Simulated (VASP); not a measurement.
# Hf (P6_3/mmc) in VASP: further runs

Runs on Hf. Level: PBE. Tasks: single point.

Everything below comes from runs of VASP 6.6.1. Logs are shortened: lines on timing, memory, paths and dates and some standing lists are left out, and cuts for length are marked.

### Step 1. The cell of the first run

The structure is hexagonal, space group P6_3/mmc (No. 194). The conventional cell has a = 3.139 Å, b = 3.139 Å, c = 4.964 Å, α = 90.00°, β = 90.00°, γ = 120.00°. Hf (site symmetry -6m2) has 12 Hf at 3.07 to 3.14 Å within 4.0 Å.

### Step 2. Single point, PBE (21.19 Å³/atom)

The input, INCAR:

```
  PREC = Accurate
  ENCUT = 520
  EDIFF = 1E-6
  ISMEAR = 0
  SIGMA = 0.1
  LREAL = F
  LASPH = T
  NELM = 60
  ALGO = Fast
  ISIF = 2
  LWAVE = F
  LCHARG = F
  GGA = PE
  NBANDS = 17
```

The input, KPOINTS:

```
Automatic mesh
0
Gamma
  15 15 8
```

The input, POSCAR:

```
Hf
1.0
    3.1393942929      0.0000000000      0.0000000000
   -1.5696971464      2.7187952101      0.0000000000
    0.0000000000      0.0000000000      4.9642417291
Hf
2
Direct
    0.3333333333      0.6666666667      0.2500000000
    0.6666666667      0.3333333333      0.7500000000
```

Potentials or basis: VASP PAW PBE potentials, release 64 (Hf_pv).

Started as:

```console
$ cat potpaw_PBE.64/Hf_pv/POTCAR > POTCAR
$ mpirun -np 1 vasp_std > vasp.out
```

OUTCAR:

```text
PREC = Accurate
   ENCUT = 520
   EDIFF = 1E-6
   ISMEAR = 0
   LREAL = F
   LASPH = T
   NELM = 60
   ISIF = 2
   GGA = PE

 ion  position               nearest neighbor table
   1  0.333  0.667  0.250-   2 3.07   2 3.07   2 3.07   2 3.07   2 3.07   2 3.07
   2  0.667  0.333  0.750-   1 3.07   1 3.07   1 3.07   1 3.07   1 3.07   1 3.07

  LATTYP: Found a hexagonal cell.
 ALAT       =     3.1393942929
 C/A-ratio  =     1.5812737318

  Lattice vectors:

 A1 = (   3.1393942929,   0.0000000000,   0.0000000000)
 A2 = (  -1.5696971464,   2.7187952101,   0.0000000000)
 A3 = (   0.0000000000,   0.0000000000,   4.9642417291)

Analysis of symmetry for initial positions (statically):
=====================================================================
 Subroutine PRICEL returns:
 Original cell was already a primitive cell.

 Routine SETGRP: Setting up the symmetry group for a
 hexagonal supercell.

 Subroutine GETGRP returns: Found 24 space group operations
 (whereof 12 operations were pure point group operations)
 out of a pool of 24 trial point group operations.

The static configuration has the point symmetry D_3d.
 The point group associated with its full space group is D_6h.

Analysis of symmetry for dynamics (positions and initial velocities):
=====================================================================
 Subroutine PRICEL returns:
 Original cell was already a primitive cell.

 Routine SETGRP: Setting up the symmetry group for a
 hexagonal supercell.

 Subroutine GETGRP returns: Found 24 space group operations
 (whereof 12 operations were pure point group operations)
 out of a pool of 24 trial point group operations.

The dynamic configuration has the point symmetry D_3d.
 The point group associated with its full space group is D_6h.

 Subroutine INISYM returns: Found 24 space group operations
 (whereof 12 operations are pure point group operations),
 and found     1 'primitive' translations

----------------------------------------------------------------------------------------

                                     Primitive cell

  volume of cell :      42.3716

  direct lattice vectors                    reciprocal lattice vectors
     3.139394293  0.000000000  0.000000000     0.318532783  0.183904988  0.000000000
    -1.569697146  2.718795210  0.000000000     0.000000000  0.367809976  0.000000000
     0.000000000  0.000000000  4.964241729     0.000000000  0.000000000  0.201440634

  length of vectors
     3.139394293  3.139394293  4.964241729     0.367809976  0.367809976  0.201440634

  position of ions in fractional coordinates (direct lattice)
     0.333333333  0.666666667  0.250000000
     0.666666667  0.333333333  0.750000000

  ion indices of the primitive-cell ions
   primitive index   ion index
                 1           1
                 2           2

----------------------------------------------------------------------------------------

 KPOINTS: Automatic mesh

Automatic generation of k-mesh.
 Grid dimensions read from file:
 generate k-points for:   15   15    8

 Generating k-lattice:

  Cartesian coordinates                     Fractional coordinates (reciprocal lattice)
     0.021235519  0.012260333  0.000000000     0.066666667  0.000000000  0.000000000
     0.000000000  0.024520665  0.000000000     0.000000000  0.066666667  0.000000000
     0.000000000  0.000000000  0.025180079     0.000000000  0.000000000  0.125000000

  Length of vectors
     0.024520665  0.024520665  0.025180079

  Shift w.r.t. Gamma in fractional coordinates (k-lattice)
     0.000000000  0.000000000  0.000000000

 Subroutine IBZKPT returns following result:
 ===========================================

 Found    135 irreducible k-points:

 Following reciprocal coordinates:
            Coordinates               Weight
  0.000000  0.000000  0.000000      1.000000
  0.066667  0.000000  0.000000      6.000000
  0.133333  0.000000  0.000000      6.000000
  0.200000 -0.000000  0.000000      6.000000
  0.266667  0.000000  0.000000      6.000000
  0.333333  0.000000  0.000000      6.000000
[... 16 lines left out ...]
  0.333333  0.200000  0.000000     12.000000
  0.400000  0.200000  0.000000      6.000000
 [... further k-points ...]
   k-points           NKPTS =    135   k-points in BZ     NKDIM =    135   number of bands    NBANDS=     17
   number of dos      NEDOS =    301   number of ions     NIONS =      2
   total plane-waves  NPLWV =  23040
   dimension x,y,z NGX =    24 NGY =   24 NGZ =   40
   dimension x,y,z NGXF=    48 NGYF=   48 NGZF=   80
   ions per type =               2
   NGX,Y,Z   is equivalent  to a cutoff of  12.71, 12.71, 13.40 a.u.
   NGXF,Y,Z  is equivalent  to a cutoff of  25.42, 25.42, 26.79 a.u.
 SYSTEM =  unknown system
   PREC   = accura    normal or accurate (medium, high low for compatibility)
   ISTART =      0    job   : 0-new  1-cont  2-samecut
   ICHARG =      2    charge: 1-file 2-atom 10-const
   ISPIN  =      1    spin polarized calculation?
   LNONCOLLINEAR =      F non collinear calculations
   LSORBIT =      F    spin-orbit coupling
   LASPH  =      T    aspherical Exc in radial PAW
   ENCUT  =  520.0 eV  38.22 Ry    6.18 a.u.   5.84  5.84  9.23*2*pi/ulx,y,z
   NELM   =     60;   NELMIN=  2; NELMDL= -5     # of ELM steps
   EDIFF  = 0.1E-05   stopping-criterion for ELM
   LREAL  =      F    real-space projection
   EDIFFG = 0.1E-04   stopping-criterion for IOM
   NSW    =      0    number of steps for IOM
   IBRION =     -1    ionic relax: 0-MD 1-quasi-New 2-CG
   NFREE  =      0    steps in history (QN), initial steepest desc. (CG)
   ISIF   =      2    stress and relaxation
   ISYM   =      2    0-nonsym 1-usesym 2-fastsym
   POTIM  = 0.5000    time-step for ionic-motion
   TEBEG  =    0.0;   TEEND  =   0.0 temperature during run
   PSTRESS=    0.0 pullay stress
   NELECT =      20.0000    total number of electrons
   NUPDOWN=      -1.0000    fix difference up-down
   EMIN   =  10.00;   EMAX   =-10.00  energy-range for DOS
   EFERMI =   0.00;   METHOD = LEGACY
   ISMEAR =     0;   SIGMA  =   0.10  broadening in eV -4-tet -1-fermi 0-gaus
   EFERMI_NEDOS =   21; number of points for ismear=-14 and -15
   IALGO  =     68    algorithm
   IMIX   =      4    mixing-type and parameters
     AMIX     =   0.40;   BMIX     =  1.00
     AMIX_MAG =   1.60;   BMIX_MAG =  1.00
  volume/ion in A,a.u.               =      21.19       142.97
  Fermi-wavevector in a.u.,A,eV,Ry     =   1.274656  2.408751 22.106045  1.624748
  Thomas-Fermi vector in A             =   2.407412
   LORBIT       =      0    0 simple, 1 ext, 2 COOP (PROOUT), +10 PAW based schemes
   GGA     = PE    functional components
   LHFCALC =     F    Hartree Fock is set to
   AEXX    =    0.0000 exact exchange contribution
   IVDW    =     0    specifies the selected vdW correction
   LEPSILON=     F    determine dielectric tensor
   LRPA    =     F    only Hartree local field effects (RPA)
 non-spin polarized calculation
 RMM-DIIS sequential band-by-band and
 Gauss-broadening in eV      SIGMA  =   0.10
  energy-cutoff  :      520.00
  volume of cell :       42.37
 maximum number of plane-waves:      1164
 NGX is ok and might be reduce to    24
   NGX = 11   NGY = 11   NGZ = 19

 number of electron      19.9999995 magnetization

 Free energy of the ion-electron system (eV)
  ---------------------------------------------------
  ext. energy  EPLUGINS =         0.00000000
  ---------------------------------------------------
  free energy    TOTEN  =       -19.80152127 eV

  energy without entropy =      -19.79432735  energy(sigma->0) =      -19.79792431

 E-fermi :   5.3106     XC(G=0): -11.5335

 val. band max:        5.3054566034   @ k =   0.0667   0.0667   0.1250
 cond. band min:       5.3114939700   @ k =   0.0667   0.0000   0.5000
 fundamental gap:      0.0060373666
 Fermi energy:         5.3106474035

 k-point     1 :       0.0000    0.0000    0.0000
  band No.  band energies     occupation
      1     -25.7441      2.00000
      2     -24.8522      2.00000
      3     -24.8522      2.00000
      4     -24.7042      2.00000
      5     -24.7004      2.00000
      6     -24.7004      2.00000
[... 9 lines left out ...]
     16       8.0530      0.00000
     17      10.9324      0.00000

 k-point     2 :       0.0667    0.0000    0.0000
  band No.  band energies     occupation
      1     -25.7303      2.00000
      2     -24.8821      2.00000
      3     -24.8622      2.00000
      4     -24.7320      2.00000
      5     -24.7105      2.00000
      6     -24.7042      2.00000
[... 9 lines left out ...]
     16       7.9118      0.00000
     17      11.0858      0.00000

 k-point     3 :       0.1333    0.0000    0.0000
  band No.  band energies     occupation
      1     -25.6900      2.00000
      2     -24.9664      2.00000
      3     -24.8899      2.00000
      4     -24.8197      2.00000
      5     -24.7295      2.00000
      6     -24.7157      2.00000
[... 9 lines left out ...]
     16       7.8903      0.00000
     17      11.3245      0.00000

 k-point     4 :       0.2000   -0.0000    0.0000
  band No.  band energies     occupation
      1     -25.6268      2.00000
      2     -25.0908      2.00000
      3     -24.9445      2.00000
      4     -24.9292      2.00000
      5     -24.7614      2.00000
      6     -24.7338      2.00000
[... 9 lines left out ...]
     16       8.5012      0.00000
     17      11.6220      0.00000
[... 343 lines left out ...]
      1     -25.3858      2.00000
      2     -25.3491      2.00000
      3     -25.3021      2.00000
      4     -25.0846      2.00000
      5     -24.9338      2.00000
      6     -24.9183      2.00000
[... 9 lines left out ...]
     16      11.6325      0.00000
     17      12.0141      0.00000

 k-point    23 :       0.3333    0.2000    0.0000
  band No.  band energies     occupation
      1     -25.4470      2.00000
      2     -25.3032      2.00000
      3     -25.2716      2.00000
      4     -25.1517      2.00000
      5     -24.9936      2.00000
      6     -24.9503      2.00000
[... 9 lines left out ...]
     16      11.6144      0.00000
     17      12.6297      0.00000

 k-point    24 :       0.4000    0.2000    0.0000
  band No.  band energies     occupation
      1     -25.4683      2.00000
      2     -25.2954      2.00000
      3     -25.2339      2.00000
      4     -25.1841      2.00000
      5     -25.0251      2.00000
      6     -24.9611      2.00000
[... 9 lines left out ...]
     16      11.6071      0.00000
     17      12.2141      0.00000

 [... further k-points ...]

------------------------ aborting loop because EDIFF is reached ----------------------------------------

  FORCE on cell =-STRESS in cart. coord.  units (eV):
  Direction    XX          YY          ZZ          XY          YZ          ZX
  --------------------------------------------------------------------------------------
  -------------------------------------------------------------------------------------
  Total        1.8289582      1.8289582      1.8326638      0.0000000      0.0000000      0.0000000
  in kB       69.1574658     69.1574658     69.2975844      0.0000000      0.0000000      0.0000000
  external PRESSURE =      69.2041720 kB  Pullay stress =       0.0000000 kB

 VOLUME and BASIS-vectors are now :
 -----------------------------------------------------------------------------
  energy-cutoff  :      520.00
  volume of cell :       42.37
      direct lattice vectors                 reciprocal lattice vectors
     3.139394293  0.000000000  0.000000000     0.318532783  0.183904988  0.000000000
    -1.569697146  2.718795210  0.000000000     0.000000000  0.367809976  0.000000000
     0.000000000  0.000000000  4.964241729     0.000000000  0.000000000  0.201440634

 POSITION                                       TOTAL-FORCE (eV/Angst)
 -----------------------------------------------------------------------------------
     -0.00000      1.81253      1.24106        -0.000000     -0.000000      0.000000
      1.56970      0.90627      3.72318         0.000000      0.000000      0.000000
 -----------------------------------------------------------------------------------
    total drift:                               -0.000000      0.000000     -0.000000

  FREE ENERGIE OF THE ION-ELECTRON SYSTEM (eV)
  ---------------------------------------------------
  free  energy   TOTEN  =       -19.8015212666 eV

  energy  without entropy=      -19.7943273510  energy(sigma->0) =      -19.79792431
```

Wall time 2.1 min (1 thread of Intel Xeon 8259CL, shared host); peak memory 0.22 GiB.

Results:

| Item | Value |
| --- | --- |
| Free energy | -19.8015 eV |
| Pressure | 6.9 GPa |
| Band gap on the k mesh | zero (bands 10 and 11 overlap by 1.63 eV) |

Caveat: the cell stands under pressure; spin-orbit coupling is left out, which moves the levels of the heavy elements.

### Step 3. Single point, PBE (21.86 Å³/atom)

This run uses another cell than the first one, of 21.86 Å³/atom.

The input, INCAR:

```
  PREC = Accurate
  ENCUT = 520
  EDIFF = 1E-6
  ISMEAR = 0
  SIGMA = 0.1
  LREAL = F
  LASPH = T
  NELM = 80
  ALGO = Fast
  ISIF = 2
  LWAVE = F
  LCHARG = T
  GGA = PE
  LELF = T
  LVHAR = T
  NBANDS = 17
```

The input, KPOINTS:

```
regular mesh
0
Gamma
  15 15 8
```

The input, POSCAR:

```
Hf
1.0
    3.1724429772      0.0000000000      0.0000000000
   -1.5862214886      2.7474162103      0.0000000000
    0.0000000000      0.0000000000      5.0165007455
Hf
2
Direct
    0.3333333333      0.6666666667      0.2500000000
    0.6666666667      0.3333333333      0.7500000000
```

Potentials or basis: VASP PAW PBE potentials, release 64 (Hf_pv).

Started as:

```console
$ cat potpaw_PBE.64/Hf_pv/POTCAR > POTCAR
$ mpirun -np 1 vasp_std > vasp.out
```

Wall time 2.4 min (1 thread of Intel Xeon 8259CL, shared host); peak memory 0.22 GiB.

The run converged. Its results:

```yaml
Free_energy: -19.8432 eV
Pressure: 3.0 GPa
Band_gap_on_the_k_mesh: zero (bands 10 and 11 overlap by 1.63 eV)
```

Levels at points of the mesh, in eV from the Fermi level:
```csv
k point,band 6,band 7,band 8,band 9,band 10,band 11,band 12,band 13,band 14,band 15
"(0.00, 0.00, 0.00)",-30.13,-7.47,-3.79,0.72,1.18,1.18,1.47,2.03,2.03,2.68
"(0.00, 0.00, 0.50)",-30.20,-5.44,-5.44,0.13,0.13,1.07,1.07,1.07,1.07,4.91
```

Caveat: the cell stands under pressure; spin-orbit coupling is left out, which moves the levels of the heavy elements.
